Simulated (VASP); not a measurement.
Runs of VASP 6.6.1 on Sn. The structure is that of space group Pm-3m (No. 221), or close to it. The cells are those of the table. 

```tsv
task	cell	k mesh	cutoff (eV)	gap on the mesh (eV)	pressure (GPa)
single point	a = 3.131 Å, 1 atom	12 × 12 × 12	520	none	-3.2
single point	a = 3.052 Å, 1 atom	17 × 17 × 17	520	none	0.3
single point	a = 2.925 Å, 1 atom	12 × 12 × 12	520	none	9.7
single point	a = 3.052 Å, 1 atom	12 × 12 × 12	520	none	0.3
single point	a = 2.968 Å, 1 atom	12 × 12 × 12	520	none	5.8
single point	a = 3.169 Å, 1 atom	12 × 12 × 12	520	none	(b)
single point	a = 3.011 Å, 1 atom	12 × 12 × 12	520	none	(a)
relaxation of cell and atoms	relaxed from a = 3.117 Å, 1 atom	10 × 10 × 10	600	none	0.0
```

Alike in all rows: level r2SCAN; potentials or basis VASP PAW PBE potentials, release 64 (Sn_d); no spin polarisation; smearing fermi-dirac 0.1 eV.

Problem. Fill in the values left out.

Solution. (a) 2.7; (b) -4.4.

Caveats: the PAW data sets were made with another functional, which shifts forces and pressure a little; spin-orbit coupling is left out, which moves the levels of the heavy elements.

A k mesh can miss the band edges, and the runs leave out spin-orbit coupling on Sn.

A gap of «none» marks levels without a gap at the run's occupations.
